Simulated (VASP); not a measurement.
# CeO2 (Fm-3m) in VASP: further runs

CeO2 is run at these levels: revPBE, r2SCAN+D4; tasks: single point.

Everything below comes from runs of VASP 6.6.1. Logs are shortened: lines on timing, memory, paths and dates and some standing lists are left out, and cuts for length are marked.

## 1. The cell of the first run

It takes space group Fm-3m (No. 225, cubic). Conventional cell: a = 5.567 Å, b = 5.567 Å, c = 5.567 Å, α = 90.00°, β = 90.00°, γ = 90.00°. Ce (site symmetry m-3m) has 8 O at 2.41 Å within 3.2 Å. O (site symmetry -43m) has 4 Ce at 2.41 Å and 6 O at 2.78 Å within 3.2 Å.

## 2. Single point, revPBE (14.37 Å³/atom)

INCAR

```
SYSTEM = CeO2
PREC = Accurate ; ENCUT = 520
EDIFF = 1E-6 ; ISMEAR = 0
SIGMA = 0.05 ; LREAL = .FALSE.
LASPH = .TRUE. ; NELM = 100
ALGO = Normal ; ISIF = 2
LWAVE = .FALSE. ; LCHARG = .FALSE.
GGA = RE ; NBANDS = 19
```

KPOINTS

```
Automatic mesh
0
G
  8 8 8
  0 0 0
```

POSCAR

```
CeO2
1.0
    0.0000000000      2.7833305659      2.7833305659
    2.7833305659      0.0000000000      2.7833305659
    2.7833305659      2.7833305659      0.0000000000
Ce O
1 2
Direct
    0.0000000000      0.0000000000      0.0000000000
    0.2500000000      0.2500000000      0.2500000000
    0.7500000000      0.7500000000      0.7500000000
```

Potentials or basis: VASP PAW PBE potentials, release 64 (Ce, O).

On the command line:

```console
$ cat potpaw_PBE.64/Ce/POTCAR potpaw_PBE.64/O/POTCAR > POTCAR
$ mpirun -np 1 vasp_std > vasp.out
```

OUTCAR:

```text
SYSTEM = CeO2
   PREC = Accurate
   ENCUT = 520
   EDIFF = 1E-6
   ISMEAR = 0
   LREAL = .FALSE.
   LASPH = .TRUE.
   NELM = 100
   ISIF = 2
   GGA = RE

 ion  position               nearest neighbor table
   1  0.000  0.000  0.000-   3 2.41   3 2.41   3 2.41   2 2.41   3 2.41   2 2.41   2 2.41   2 2.41

   2  0.250  0.250  0.250-   1 2.41   1 2.41   1 2.41   1 2.41
   3  0.750  0.750  0.750-   1 2.41   1 2.41   1 2.41   1 2.41

  LATTYP: Found a face centered cubic cell.
 ALAT       =     5.5666611318

  Lattice vectors:

 A1 = (   0.0000000000,   2.7833305659,   2.7833305659)
 A2 = (   2.7833305659,   0.0000000000,   2.7833305659)
 A3 = (   2.7833305659,   2.7833305659,   0.0000000000)

Analysis of symmetry for initial positions (statically):
=====================================================================
 Subroutine PRICEL returns:
 Original cell was already a primitive cell.

 Routine SETGRP: Setting up the symmetry group for a
 face centered cubic supercell.

 Subroutine GETGRP returns: Found 48 space group operations
 (whereof 48 operations were pure point group operations)
 out of a pool of 48 trial point group operations.

The static configuration has the point symmetry O_h .

Analysis of symmetry for dynamics (positions and initial velocities):
=====================================================================
 Subroutine PRICEL returns:
 Original cell was already a primitive cell.

 Routine SETGRP: Setting up the symmetry group for a
 face centered cubic supercell.

 Subroutine GETGRP returns: Found 48 space group operations
 (whereof 48 operations were pure point group operations)
 out of a pool of 48 trial point group operations.

The dynamic configuration has the point symmetry O_h .

 Subroutine INISYM returns: Found 48 space group operations
 (whereof 48 operations are pure point group operations),
 and found     1 'primitive' translations

----------------------------------------------------------------------------------------

                                     Primitive cell

  volume of cell :      43.1245

  direct lattice vectors                    reciprocal lattice vectors
     0.000000000  2.783330566  2.783330566    -0.179640897  0.179640897  0.179640897
     2.783330566  0.000000000  2.783330566     0.179640897 -0.179640897  0.179640897
     2.783330566  2.783330566  0.000000000     0.179640897  0.179640897 -0.179640897

  length of vectors
     3.936223835  3.936223835  3.936223835     0.311147161  0.311147161  0.311147161

  position of ions in fractional coordinates (direct lattice)
     0.000000000  0.000000000  0.000000000
     0.250000000  0.250000000  0.250000000
     0.750000000  0.750000000  0.750000000

  ion indices of the primitive-cell ions
   primitive index   ion index
                 1           1
                 2           2
                 3           3

----------------------------------------------------------------------------------------

 KPOINTS: Automatic mesh

Automatic generation of k-mesh.
 Grid dimensions read from file:
 generate k-points for:    8    8    8

 Generating k-lattice:

  Cartesian coordinates                     Fractional coordinates (reciprocal lattice)
    -0.022455112  0.022455112  0.022455112     0.125000000  0.000000000  0.000000000
     0.022455112 -0.022455112  0.022455112     0.000000000  0.125000000  0.000000000
     0.022455112  0.022455112 -0.022455112     0.000000000  0.000000000  0.125000000

  Length of vectors
     0.038893395  0.038893395  0.038893395

  Shift w.r.t. Gamma in fractional coordinates (k-lattice)
     0.000000000  0.000000000  0.000000000

 Subroutine IBZKPT returns following result:
 ===========================================

 Found     29 irreducible k-points:

 Following reciprocal coordinates:
            Coordinates               Weight
  0.000000  0.000000  0.000000      1.000000
  0.125000  0.000000  0.000000      8.000000
  0.250000  0.000000  0.000000      8.000000
  0.375000  0.000000  0.000000      8.000000
  0.500000  0.000000  0.000000      4.000000
  0.125000  0.125000  0.000000      6.000000
[... 16 lines left out ...]
  0.500000  0.250000  0.125000     48.000000
 -0.375000  0.250000  0.125000     24.000000
 [... further k-points ...]
   k-points           NKPTS =     29   k-points in BZ     NKDIM =     29   number of bands    NBANDS=     19
   number of dos      NEDOS =    301   number of ions     NIONS =      3
   total plane-waves  NPLWV =  27000
   dimension x,y,z NGX =    30 NGY =   30 NGZ =   30
   dimension x,y,z NGXF=    60 NGYF=   60 NGZF=   60
   ions per type =               1   2
   NGX,Y,Z   is equivalent  to a cutoff of  12.67, 12.67, 12.67 a.u.
   NGXF,Y,Z  is equivalent  to a cutoff of  25.34, 25.34, 25.34 a.u.
 SYSTEM =  CeO2
   PREC   = accura    normal or accurate (medium, high low for compatibility)
   ISTART =      0    job   : 0-new  1-cont  2-samecut
   ICHARG =      2    charge: 1-file 2-atom 10-const
   ISPIN  =      1    spin polarized calculation?
   LNONCOLLINEAR =      F non collinear calculations
   LSORBIT =      F    spin-orbit coupling
   LASPH  =      T    aspherical Exc in radial PAW
   ENCUT  =  520.0 eV  38.22 Ry    6.18 a.u.   7.32  7.32  7.32*2*pi/ulx,y,z
   NELM   =    100;   NELMIN=  2; NELMDL= -5     # of ELM steps
   EDIFF  = 0.1E-05   stopping-criterion for ELM
   LREAL  =      F    real-space projection
[... 7 lines left out ...]
   TEBEG  =    0.0;   TEEND  =   0.0 temperature during run
   PSTRESS=    0.0 pullay stress
   NELECT =      24.0000    total number of electrons
   NUPDOWN=      -1.0000    fix difference up-down
   EMIN   =  10.00;   EMAX   =-10.00  energy-range for DOS
   EFERMI =   0.00;   METHOD = LEGACY
   ISMEAR =     0;   SIGMA  =   0.05  broadening in eV -4-tet -1-fermi 0-gaus
   EFERMI_NEDOS =   21; number of points for ismear=-14 and -15
   IALGO  =     38    algorithm
   IMIX   =      4    mixing-type and parameters
     AMIX     =   0.40;   BMIX     =  1.00
     AMIX_MAG =   1.60;   BMIX_MAG =  1.00
  volume/ion in A,a.u.               =      14.37        97.01
  Fermi-wavevector in a.u.,A,eV,Ry     =   1.346595  2.544696 24.671705  1.813319
  Thomas-Fermi vector in A             =   2.474415
   LORBIT       =      0    0 simple, 1 ext, 2 COOP (PROOUT), +10 PAW based schemes
   GGA     = RE    functional components
   LHFCALC =     F    Hartree Fock is set to
   AEXX    =    0.0000 exact exchange contribution
   IVDW    =     0    specifies the selected vdW correction
   LEPSILON=     F    determine dielectric tensor
   LRPA    =     F    only Hartree local field effects (RPA)
 non-spin polarized calculation
 Gauss-broadening in eV      SIGMA  =   0.05
  energy-cutoff  :      520.00
  volume of cell :       43.12
 maximum number of plane-waves:      1211
 NGX is ok and might be reduce to    30
   NGX = 15   NGY = 15   NGZ = 15

 number of electron      23.9999999 magnetization

 Free energy of the ion-electron system (eV)
  ---------------------------------------------------
  ext. energy  EPLUGINS =         0.00000000
  ---------------------------------------------------
  free energy    TOTEN  =       -25.09012109 eV

  energy without entropy =      -25.09012109  energy(sigma->0) =      -25.09012109

 E-fermi :   4.9145     XC(G=0): -10.6912

 val. band max:        4.5866275850   @ k =  -0.2500   0.2500   0.0000
 cond. band min:       6.3029906417   @ k =   0.5000   0.0000   0.0000
 fundamental gap:      1.7163630567
 Fermi energy:         4.9144514792

 k-point     1 :       0.0000    0.0000    0.0000
  band No.  band energies     occupation
      1     -28.0208      2.00000
      2     -11.6050      2.00000
      3     -10.6896      2.00000
      4     -10.2539      2.00000
      5     -10.2539      2.00000
      6     -10.2539      2.00000
[... 11 lines left out ...]
     18       7.1449      0.00000
     19       7.1449      0.00000

 k-point     2 :       0.1250    0.0000    0.0000
  band No.  band energies     occupation
      1     -28.0007      2.00000
      2     -12.0788      2.00000
      3     -10.7950      2.00000
      4     -10.2804      2.00000
      5     -10.2804      2.00000
      6      -9.7397      2.00000
[... 11 lines left out ...]
     18       7.0669      0.00000
     19       7.0669      0.00000

 k-point     3 :       0.2500    0.0000    0.0000
  band No.  band energies     occupation
      1     -27.9520      2.00000
      2     -12.7603      2.00000
      3     -11.0577      2.00000
      4     -10.3433      2.00000
      5     -10.3433      2.00000
      6      -8.9251      2.00000
[... 11 lines left out ...]
     18       6.9734      0.00000
     19       6.9734      0.00000

 k-point     4 :       0.3750    0.0000    0.0000
  band No.  band energies     occupation
      1     -27.9024      2.00000
      2     -13.2478      2.00000
      3     -11.2970      2.00000
      4     -10.4043      2.00000
      5     -10.4043      2.00000
      6      -8.2929      2.00000
[... 11 lines left out ...]
     18       6.9779      0.00000
     19       6.9889      0.00000

 k-point     5 :       0.5000    0.0000    0.0000
  band No.  band energies     occupation
      1     -27.8818      2.00000
      2     -13.4229      2.00000
      3     -11.3900      2.00000
      4     -10.4292      2.00000
      5     -10.4292      2.00000
      6      -8.0548      2.00000
[... 11 lines left out ...]
     18       7.0024      0.00000
     19       7.0658      0.00000
[... 334 lines left out ...]
      2     -13.7236      2.00000
      3     -11.3126      2.00000
      4     -10.6897      2.00000
      5     -10.6897      2.00000
      6      -7.5200      2.00000
[... 11 lines left out ...]
     18       6.8323      0.00000
     19       7.4228      0.00000

 k-point    22 :       0.3750    0.2500    0.1250
  band No.  band energies     occupation
      1     -27.9154      2.00000
      2     -13.0112      2.00000
      3     -11.6587      2.00000
      4     -10.4349      2.00000
      5      -9.8463      2.00000
      6      -8.6652      2.00000
[... 11 lines left out ...]
     18       6.8321      0.00000
     19       6.9535      0.00000

 k-point    23 :       0.5000    0.2500    0.1250
  band No.  band energies     occupation
      1     -27.8753      2.00000
      2     -13.1906      2.00000
      3     -12.2069      2.00000
      4     -10.5045      2.00000
      5      -9.4426      2.00000
      6      -8.4447      2.00000
[... 11 lines left out ...]
     18       6.8224      0.00000
     19       7.0947      0.00000

 k-point    24 :      -0.3750    0.2500    0.1250
  band No.  band energies     occupation
      1     -27.8587      2.00000
      2     -13.2300      2.00000
      3     -12.4367      2.00000
      4     -10.5357      2.00000
      5      -9.2881      2.00000
      6      -8.3648      2.00000
[... 11 lines left out ...]
     18       6.8189      0.00000
     19       7.1839      0.00000

 [... further k-points ...]

------------------------ aborting loop because EDIFF is reached ----------------------------------------

  FORCE on cell =-STRESS in cart. coord.  units (eV):
  Direction    XX          YY          ZZ          XY          YZ          ZX
  --------------------------------------------------------------------------------------
  -------------------------------------------------------------------------------------
  Total       -1.5977201     -1.5977201     -1.5977201      0.0000000     -0.0000000      0.0000000
  in kB      -59.3590473    -59.3590473    -59.3590473      0.0000000     -0.0000000      0.0000000
  external PRESSURE =     -59.3590473 kB  Pullay stress =       0.0000000 kB

 VOLUME and BASIS-vectors are now :
 -----------------------------------------------------------------------------
  energy-cutoff  :      520.00
  volume of cell :       43.12
      direct lattice vectors                 reciprocal lattice vectors
     0.000000000  2.783330566  2.783330566    -0.179640897  0.179640897  0.179640897
     2.783330566  0.000000000  2.783330566     0.179640897 -0.179640897  0.179640897
     2.783330566  2.783330566  0.000000000     0.179640897  0.179640897 -0.179640897

 POSITION                                       TOTAL-FORCE (eV/Angst)
 -----------------------------------------------------------------------------------
      0.00000      0.00000      0.00000         0.000000      0.000000      0.000000
      1.39167      1.39167      1.39167        -0.000000     -0.000000     -0.000000
      4.17500      4.17500      4.17500         0.000000      0.000000      0.000000
 -----------------------------------------------------------------------------------
    total drift:                                0.000000     -0.000000      0.000000

  FREE ENERGIE OF THE ION-ELECTRON SYSTEM (eV)
  ---------------------------------------------------
  free  energy   TOTEN  =       -25.0901210893 eV

  energy  without entropy=      -25.0901210893  energy(sigma->0) =      -25.09012109
```

Run time: 98 s. Hardware: 1 thread of Intel Xeon 8259CL, shared host; peak memory 0.19 GiB.

What came out:

```
Free energy            : -25.0901 eV
Pressure               : -5.9 GPa
Band gap on the k mesh : 1.72 eV (least direct gap 1.80 eV)
```

Levels at points of the mesh, in eV from the valence-band top:
| k point | band 9 | band 10 | band 11 | band 12 | band 13 | band 14 | band 15 | band 16 |
| --- | --- | --- | --- | --- | --- | --- | --- | --- |
| (0.00, 0.00, 0.00) | -3.39 | -0.48 | -0.48 | -0.48 | 1.98 | 1.98 | 1.98 | 2.16 |
| (0.50, 0.00, 0.00) | -1.18 | -1.10 | -0.73 | -0.73 | 1.72 | 1.86 | 1.86 | 1.99 |
| (0.50, 0.50, 0.00) | -1.19 | -0.62 | -0.62 | -0.49 | 1.75 | 1.82 | 1.82 | 1.94 |

Caveat: the cell stands under tension; the PAW data sets were made with another functional, which shifts forces and pressure a little; spin-orbit coupling is left out, which moves the levels of the heavy elements; semilocal functionals describe open f shells poorly, which spoils levels, moments and volumes.

[end of part 1 of 2]
